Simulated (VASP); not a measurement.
Wanted: the native input for a VASP 6.6.1 run.

| Quantity | Value |
| --- | --- |
| Task | single point |
| Functional | PBEsol |
| Potentials or basis | VASP PAW PBE potentials, release 64 (W_sv) |
| Cutoff | 520 eV |
| k mesh | 8 × 8 × 8 |
| Occupations | gaussian, width 0.15 eV |
| Spin | no spin polarisation |
| Dipole correction | no |
| Further INCAR settings | ALGO = Fast; EDIFF = 1e-06; NBANDS = 66 |

The structure of W lies in POSCAR:

```
W
1.0
    5.0320434148      0.0000000000      0.0000000000
    0.0000000000      5.0320434148      0.0000000000
    0.0000000000      0.0000000000      5.0320434148
W
8
Direct
   -0.0051129928      0.0000000000      0.0000000000
    0.4948870072      0.5000000000      0.5000000000
   -0.0093670891      0.5000000000      0.2500000000
   -0.0093670891      0.5000000000      0.7500000000
    0.2738471710      0.0000000000      0.5000000000
    0.7738471710      0.0000000000      0.5000000000
    0.4906329109      0.7500000000      0.0000000000
    0.4906329109      0.2500000000      0.0000000000
```

This cell differs from its parent crystal: atoms displaced along a vibrational mode.

One way to write it, as run:

INCAR

```
ALGO = Fast ; EDIFF = 1E-6
ENCUT = 520 ; GGA = PS
ISIF = 2 ; ISMEAR = 0
LASPH = T ; LCHARG = F
LREAL = F ; LUSENCCL = F
LWAVE = F ; NBANDS = 66
NELM = 80 ; PREC = Accurate
SIGMA = 0.15
```

KPOINTS

```
k-points
0
Gamma
  8 8 8
```

Potentials or basis: VASP PAW PBE potentials, release 64 (W_sv).

The run is started by

```sh
$ cat potpaw_PBE.64/W_sv/POTCAR > POTCAR
$ mpirun -np 1 vasp_std > vasp.out
```

It gave:

- Pressure: 1.2 GPa
- Largest force: 0.848 eV/Å
- Band gap on the k mesh: zero (bands 56 and 57 overlap by 0.92 eV)

Caveat: the cell differs from its parent crystal (atoms displaced along a vibrational mode); the PAW data sets were made with another functional, which shifts forces and pressure a little; spin-orbit coupling is left out, which moves the levels of the heavy elements.

It took 8.3 min on 1 × NVIDIA H100 80GB with 1 thread of AMD EPYC 7R13 Processor (Zen 3), with other jobs on the host, peak memory 1.6 GiB.
